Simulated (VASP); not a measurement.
# Rb (Fm-3m) in VASP: notebook, part 2 of 2

VASP 6.6.1. Earlier steps stand in the parts before.

## (4) Single point, BLYP (volume scaled by 0.92)

Input file INCAR:

```
SYSTEM = Rb
AGGAC = 1.0 ; AGGAX = 1.0
ALDAC = 0.0 ; ALDAX = 1.0
ALGO = Normal ; EDIFF = 1E-6
ENCUT = 520 ; GGA = B5
ISIF = 2 ; ISMEAR = -1
LASPH = .True. ; LCHARG = .True.
LELF = .True. ; LREAL = .False.
LVHAR = .True. ; LWAVE = .False.
NBANDS = 10 ; NELM = 80
PREC = Accurate ; SIGMA = 0.1
```

Input file KPOINTS:

```
k-points
0
Gamma
  9 9 9
  0 0 0
```

Input file POSCAR:

```
Rb
1.0
    0.0000000000      3.5330239463      3.5330239463
    3.5330239463      0.0000000000      3.5330239463
    3.5330239463      3.5330239463      0.0000000000
Rb
1
Direct
    0.0000000000      0.0000000000      0.0000000000
```

Potentials or basis: VASP PAW PBE potentials, release 64 (Rb_sv).

On the command line:

```sh
cat potpaw_PBE.64/Rb_sv/POTCAR > POTCAR
mpirun -np 1 vasp_std > vasp.out
```

OUTCAR:

```text
SYSTEM = Rb
   EDIFF = 1E-6
   ENCUT = 520
   GGA = B5
   ISIF = 2
   ISMEAR = -1
   LASPH = .True.
   LREAL = .False.
   NELM = 80
   PREC = Accurate

 ion  position               nearest neighbor table
   1  0.000  0.000  0.000-

  LATTYP: Found a face centered cubic cell.
 ALAT       =     7.0660478926

  Lattice vectors:

 A1 = (   0.0000000000,   3.5330239463,   3.5330239463)
 A2 = (   3.5330239463,   0.0000000000,   3.5330239463)
 A3 = (   3.5330239463,   3.5330239463,   0.0000000000)

Analysis of symmetry for initial positions (statically):
=====================================================================
 Subroutine PRICEL returns:
 Original cell was already a primitive cell.

 Routine SETGRP: Setting up the symmetry group for a
 face centered cubic supercell.

 Subroutine GETGRP returns: Found 48 space group operations
 (whereof 48 operations were pure point group operations)
 out of a pool of 48 trial point group operations.

The static configuration has the point symmetry O_h .

Analysis of symmetry for dynamics (positions and initial velocities):
=====================================================================
 Subroutine PRICEL returns:
 Original cell was already a primitive cell.

 Routine SETGRP: Setting up the symmetry group for a
 face centered cubic supercell.

 Subroutine GETGRP returns: Found 48 space group operations
 (whereof 48 operations were pure point group operations)
 out of a pool of 48 trial point group operations.

The dynamic configuration has the point symmetry O_h .

 Subroutine INISYM returns: Found 48 space group operations
 (whereof 48 operations are pure point group operations),
 and found     1 'primitive' translations

----------------------------------------------------------------------------------------

                                     Primitive cell

  volume of cell :      88.2002

  direct lattice vectors                    reciprocal lattice vectors
     0.000000000  3.533023946  3.533023946    -0.141521826  0.141521826  0.141521826
     3.533023946  0.000000000  3.533023946     0.141521826 -0.141521826  0.141521826
     3.533023946  3.533023946  0.000000000     0.141521826  0.141521826 -0.141521826

  length of vectors
     4.996450381  4.996450381  4.996450381     0.245122993  0.245122993  0.245122993

  position of ions in fractional coordinates (direct lattice)
     0.000000000  0.000000000  0.000000000

  ion indices of the primitive-cell ions
   primitive index   ion index
                 1           1

----------------------------------------------------------------------------------------

 KPOINTS: k-points

Automatic generation of k-mesh.
 Grid dimensions read from file:
 generate k-points for:    9    9    9

 Generating k-lattice:

  Cartesian coordinates                     Fractional coordinates (reciprocal lattice)
    -0.015724647  0.015724647  0.015724647     0.111111111  0.000000000  0.000000000
     0.015724647 -0.015724647  0.015724647     0.000000000  0.111111111  0.000000000
     0.015724647  0.015724647 -0.015724647     0.000000000  0.000000000  0.111111111

  Length of vectors
     0.027235888  0.027235888  0.027235888

  Shift w.r.t. Gamma in fractional coordinates (k-lattice)
     0.000000000  0.000000000  0.000000000

 Subroutine IBZKPT returns following result:
 ===========================================

 Found     35 irreducible k-points:

 Following reciprocal coordinates:
            Coordinates               Weight
  0.000000  0.000000  0.000000      1.000000
  0.111111  0.000000  0.000000      8.000000
  0.222222  0.000000  0.000000      8.000000
  0.333333  0.000000  0.000000      8.000000
  0.444444  0.000000  0.000000      8.000000
  0.111111  0.111111  0.000000      6.000000
[... 16 lines left out ...]
 -0.333333  0.333333  0.000000     12.000000
  0.444444  0.444444  0.000000      6.000000
 [... further k-points ...]
   k-points           NKPTS =     35   k-points in BZ     NKDIM =     35   number of bands    NBANDS=     10
   number of dos      NEDOS =    301   number of ions     NIONS =      1
   total plane-waves  NPLWV =  64000
   dimension x,y,z NGX =    40 NGY =   40 NGZ =   40
   dimension x,y,z NGXF=    80 NGYF=   80 NGZF=   80
   ions per type =               1
   NGX,Y,Z   is equivalent  to a cutoff of  13.31, 13.31, 13.31 a.u.
   NGXF,Y,Z  is equivalent  to a cutoff of  26.62, 26.62, 26.62 a.u.
 SYSTEM =  Rb
   PREC   = accura    normal or accurate (medium, high low for compatibility)
   ISTART =      0    job   : 0-new  1-cont  2-samecut
   ICHARG =      2    charge: 1-file 2-atom 10-const
   ISPIN  =      1    spin polarized calculation?
   LNONCOLLINEAR =      F non collinear calculations
   LSORBIT =      F    spin-orbit coupling
   LASPH  =      T    aspherical Exc in radial PAW
   ENCUT  =  520.0 eV  38.22 Ry    6.18 a.u.   9.29  9.29  9.29*2*pi/ulx,y,z
   NELM   =     80;   NELMIN=  2; NELMDL= -5     # of ELM steps
   EDIFF  = 0.1E-05   stopping-criterion for ELM
   LREAL  =      F    real-space projection
   EDIFFG = 0.1E-04   stopping-criterion for IOM
   NSW    =      0    number of steps for IOM
   IBRION =     -1    ionic relax: 0-MD 1-quasi-New 2-CG
   NFREE  =      0    steps in history (QN), initial steepest desc. (CG)
   ISIF   =      2    stress and relaxation
   ISYM   =      2    0-nonsym 1-usesym 2-fastsym
   POTIM  = 0.5000    time-step for ionic-motion
   TEBEG  =    0.0;   TEEND  =   0.0 temperature during run
   PSTRESS=    0.0 pullay stress
   NELECT =       9.0000    total number of electrons
   NUPDOWN=      -1.0000    fix difference up-down
   EMIN   =  10.00;   EMAX   =-10.00  energy-range for DOS
   EFERMI =   0.00;   METHOD = LEGACY
   ISMEAR =    -1;   SIGMA  =   0.10  broadening in eV -4-tet -1-fermi 0-gaus
   EFERMI_NEDOS =   21; number of points for ismear=-14 and -15
   IALGO  =     38    algorithm
   IMIX   =      4    mixing-type and parameters
     AMIX     =   0.40;   BMIX     =  1.00
     AMIX_MAG =   1.60;   BMIX_MAG =  1.00
  volume/ion in A,a.u.               =      88.20       595.20
  Fermi-wavevector in a.u.,A,eV,Ry     =   0.765008  1.445655  7.962628  0.585237
  Thomas-Fermi vector in A             =   1.865034
   LORBIT       =      0    0 simple, 1 ext, 2 COOP (PROOUT), +10 PAW based schemes
   GGA     = B5    functional components
   LHFCALC =     F    Hartree Fock is set to
   AEXX    =    0.0000 exact exchange contribution
   IVDW    =     0    specifies the selected vdW correction
   LEPSILON=     F    determine dielectric tensor
   LRPA    =     F    only Hartree local field effects (RPA)
 non-spin polarized calculation
  energy-cutoff  :      520.00
  volume of cell :       88.20
 maximum number of plane-waves:      2421
 NGX is ok and might be reduce to    40
   NGX = 19   NGY = 19   NGZ = 19

 number of electron       9.0000000 magnetization

 Free energy of the ion-electron system (eV)
  ---------------------------------------------------
  ext. energy  EPLUGINS =         0.00000000
  ---------------------------------------------------
  free energy    TOTEN  =        -0.61590944 eV

  energy without entropy =       -0.58640768  energy(sigma->0) =       -0.60115856

 E-fermi :   0.5323     XC(G=0):  -5.1408

 val. band max:        0.3830010639   @ k =   0.4444   0.0000   0.0000
 cond. band min:       0.5869052634   @ k =   0.4444   0.3333   0.0000
 fundamental gap:      0.2039041995
 Fermi energy:         0.5322541942

 k-point     1 :       0.0000    0.0000    0.0000
  band No.  band energies     occupation
      1     -28.4819      2.00000
      2     -12.5754      2.00000
      3     -12.5754      2.00000
      4     -12.5754      2.00000
      5      -1.4990      2.00000
      6       3.9345      0.00000
      7       3.9345      0.00000
      8       3.9345      0.00000
      9       5.2039      0.00000
     10       5.2039      0.00000
[... 287 lines left out ...]
 k-point    24 :       0.4444    0.4444    0.0000
  band No.  band energies     occupation
      1     -28.4761      2.00000
      2     -12.6723      2.00000
      3     -12.6130      2.00000
      4     -12.6130      2.00000
      5       0.9248      0.03871
      6       2.1986      0.00000
      7       2.2795      0.00000
      8       5.0082      0.00000
      9       5.0082      0.00000
     10       5.3707      0.00000

 [... further k-points ...]

------------------------ aborting loop because EDIFF is reached ----------------------------------------

  FORCE on cell =-STRESS in cart. coord.  units (eV):
  Direction    XX          YY          ZZ          XY          YZ          ZX
  --------------------------------------------------------------------------------------
  -------------------------------------------------------------------------------------
  Total        0.1239099      0.1239099      0.1239099     -0.0000000     -0.0000000      0.0000000
  in kB        2.2508509      2.2508509      2.2508509     -0.0000000     -0.0000000      0.0000000
  external PRESSURE =       2.2508509 kB  Pullay stress =       0.0000000 kB

 VOLUME and BASIS-vectors are now :
 -----------------------------------------------------------------------------
  energy-cutoff  :      520.00
  volume of cell :       88.20
      direct lattice vectors                 reciprocal lattice vectors
     0.000000000  3.533023946  3.533023946    -0.141521826  0.141521826  0.141521826
     3.533023946  0.000000000  3.533023946     0.141521826 -0.141521826  0.141521826
     3.533023946  3.533023946  0.000000000     0.141521826  0.141521826 -0.141521826

 POSITION                                       TOTAL-FORCE (eV/Angst)
 -----------------------------------------------------------------------------------
      0.00000      0.00000      0.00000        -0.000000      0.000000      0.000000
 -----------------------------------------------------------------------------------
    total drift:                               -0.000000     -0.000000     -0.000000

  FREE ENERGIE OF THE ION-ELECTRON SYSTEM (eV)
  ---------------------------------------------------
  free  energy   TOTEN  =        -0.6159094418 eV

  energy  without entropy=       -0.5864076833  energy(sigma->0) =       -0.60115856
```

OSZICAR:

```text
N       E                     dE             d eps       ncg     rms          rms(c)
DAV:   1     0.437264305368E+02    0.43726E+02   -0.34173E+03   700   0.671E+02
DAV:   2     0.237389669214E+01   -0.41353E+02   -0.40269E+02   770   0.127E+02
DAV:   3    -0.473496011860E+00   -0.28474E+01   -0.28411E+01   918   0.334E+01
DAV:   4    -0.616278760465E+00   -0.14278E+00   -0.14245E+00  1040   0.614E+00
DAV:   5    -0.618307791826E+00   -0.20290E-02   -0.20287E-02   924   0.713E-01    0.782E-01
DAV:   6    -0.616374784960E+00    0.19330E-02   -0.30160E-03   974   0.312E-01    0.469E-01
DAV:   7    -0.615773102273E+00    0.60168E-03   -0.36799E-03   972   0.346E-01    0.628E-02
DAV:   8    -0.615864776763E+00   -0.91674E-04   -0.20901E-04   814   0.882E-02    0.134E-02
DAV:   9    -0.615898435404E+00   -0.33659E-04   -0.52195E-05   804   0.305E-02    0.689E-03
DAV:  10    -0.615908634904E+00   -0.10199E-04   -0.31421E-05   792   0.221E-02    0.149E-03
DAV:  11    -0.615909441821E+00   -0.80692E-06   -0.14993E-06   868   0.505E-03
   1 F= -.61590944E+00 E0= -.60115856E+00  d E =-.295018E-01
```

Wall time 42 s (1 thread of Intel Xeon Platinum 8259CL at 2.50GHz (Skylake/Cascade Lake), shared host); peak memory 0.23 GiB.

What came out:

```yaml
Free_energy: -0.6159 eV
Pressure: 0.2 GPa
```

Levels at points of the mesh, in eV from the Fermi level:
```tsv
k point	band 3	band 4	band 5	band 6	band 7	band 8
(0.00, 0.00, 0.00)	-13.11	-13.11	-2.03	3.40	3.40	3.40
```

Caveat: the PAW data sets were made with another functional, which shifts forces and pressure a little.

## (5) Single point, BLYP (volume scaled by 0.96)

Input file INCAR:

```
SYSTEM = Rb
PREC = Accurate
ENCUT = 520
EDIFF = 1E-6
ISMEAR = -1
SIGMA = 0.1
LREAL = .FALSE.
LASPH = .TRUE.
NELM = 60
ALGO = Normal
ISIF = 2
LWAVE = .FALSE.
LCHARG = .FALSE.
GGA = B5
ALDAX = 1.0
AGGAX = 1.0
AGGAC = 1.0
ALDAC = 0.0
NBANDS = 10
```

Input file KPOINTS:

```
Automatic mesh
0
G
  9 9 9
  0 0 0
```

Input file POSCAR:

```
Rb
1.0
    0.0000000000      3.5835025369      3.5835025369
    3.5835025369      0.0000000000      3.5835025369
    3.5835025369      3.5835025369      0.0000000000
Rb
1
Direct
    0.0000000000      0.0000000000      0.0000000000
```

On the command line:

```sh
cat potpaw_PBE.64/Rb_sv/POTCAR > POTCAR
mpirun -np 1 vasp_std > vasp.out
```

Run time: 36 s. Hardware: 1 thread of Intel Xeon Platinum 8259CL at 2.50GHz (Skylake/Cascade Lake), shared host; peak memory 0.23 GiB.

Results (log left out):

```
Free energy : -0.6199 eV
Pressure    : 0.1 GPa
```

Levels at points of the mesh, in eV from the Fermi level:
| k point | band 2 | band 3 | band 4 | band 5 | band 6 | band 7 | band 8 | band 9 |
| --- | --- | --- | --- | --- | --- | --- | --- | --- |
| (0.00, 0.00, 0.00) | -13.13 | -13.13 | -13.13 | -1.97 | 3.37 | 3.37 | 3.37 | 4.60 |

Caveat: the PAW data sets were made with another functional, which shifts forces and pressure a little.

## (6) Single point, BLYP

INCAR is that of step 5.

Input file KPOINTS:

```
regular mesh
0
G
  9 9 9
  0 0 0
```

Input file POSCAR:

```
Rb
1.0
    0.0000000000      3.6325977135      3.6325977135
    3.6325977135      0.0000000000      3.6325977135
    3.6325977135      3.6325977135      0.0000000000
Rb
1
Direct
    0.0000000000      0.0000000000      0.0000000000
```

Potentials or basis: VASP PAW PBE potentials, release 64 (Rb_sv).

On the command line:

```sh
cat potpaw_PBE.64/Rb_sv/POTCAR > POTCAR
mpirun -np 1 vasp_std > vasp.out
```

It took 38 s on 1 thread of Intel Xeon Platinum 8259CL at 2.50GHz (Skylake/Cascade Lake), shared host; peak memory 0.24 GiB.

Results (log left out):

```yaml
Free_energy: -0.6211 eV
Pressure: 0.0 GPa
```

Levels at points of the mesh, in eV from the Fermi level:
```
           k point  band 3  band 4  band 5  band 6  band 7  band 8
(0.00, 0.00, 0.00)  -13.15  -13.15   -1.92    3.34    3.34    3.34
```

Caveat: the PAW data sets were made with another functional, which shifts forces and pressure a little.

## (7) Summary

| cell | k mesh | gap on the mesh (eV) | pressure (GPa) |
| --- | --- | --- | --- |
| a = 5.137 Å, angles 60.0°, 1 atom | 8 × 8 × 8 | none | 0.0 |
| a = 4.923 Å, angles 60.0°, 1 atom | 9 × 9 × 9 | none | 0.4 |
| a = 4.996 Å, angles 60.0°, 1 atom | 9 × 9 × 9 | none | 0.2 |
| a = 5.068 Å, angles 60.0°, 1 atom | 9 × 9 × 9 | none | 0.1 |
| a = 5.137 Å, angles 60.0°, 1 atom | 9 × 9 × 9 | none | 0.0 |

Alike in all rows: task single point; level BLYP; potentials or basis VASP PAW PBE potentials, release 64 (Rb_sv); no spin polarisation; cutoff (eV) 520; smearing fermi-dirac 0.1 eV.

Caveats: the PAW data sets were made with another functional, which shifts forces and pressure a little.

Absolute energies hang on the potentials; compare differences alone.
